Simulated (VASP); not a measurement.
CsI, 2 atoms in the cell. It takes space group Pm-3m (No. 221, cubic). The conventional cell has a = 4.666 Å, b = 4.666 Å, c = 4.666 Å, α = 90.00°, β = 90.00°, γ = 90.00°. Cs (site symmetry m-3m) has 8 I at 4.04 Å and 6 Cs at 4.67 Å within 5.3 Å. Within 5.3 Å of I (site symmetry m-3m) lie 8 Cs at 4.04 Å and 6 I at 4.67 Å. 

* Program: VASP 6.6.1
* Task: relaxation of cell and atoms
* Functional: r2SCAN
* Potentials or basis: VASP PAW PBE potentials, release 64 (Cs_sv, I)
* Cutoff: 550 eV
* k mesh: 6 × 6 × 6
* Occupations: fermi-dirac, width 0.02 eV
* Spin: no spin polarisation
* Dipole correction: no
* Further INCAR settings: ALGO = Normal; EDIFF = 1e-07; IBRION = 2; EDIFFG = -0.005; NSW = 80; ISIF = 3

Potentials or basis: VASP PAW PBE potentials, release 64 (Cs_sv, I).

Launch:

```bash
$ cat potpaw_PBE.64/Cs_sv/POTCAR potpaw_PBE.64/I/POTCAR > POTCAR
$ cp INCAR.step1 INCAR
$ mpirun -np 1 vasp_std > vasp.out
$ cp INCAR.step2 INCAR
$ mpirun -np 1 vasp_std > vasp.out
```

Hardware: 1 thread of Intel(R) Xeon(R) Platinum 8488C (Sapphire Rapids), with other jobs on the host.

Q: How long does it take, and how much memory?

A: Run time: 2.9 min on 1 thread of Intel(R) Xeon(R) Platinum 8488C (Sapphire Rapids) (shared host), peak memory 0.24 GiB. Counts: k points 20, ion steps 4.
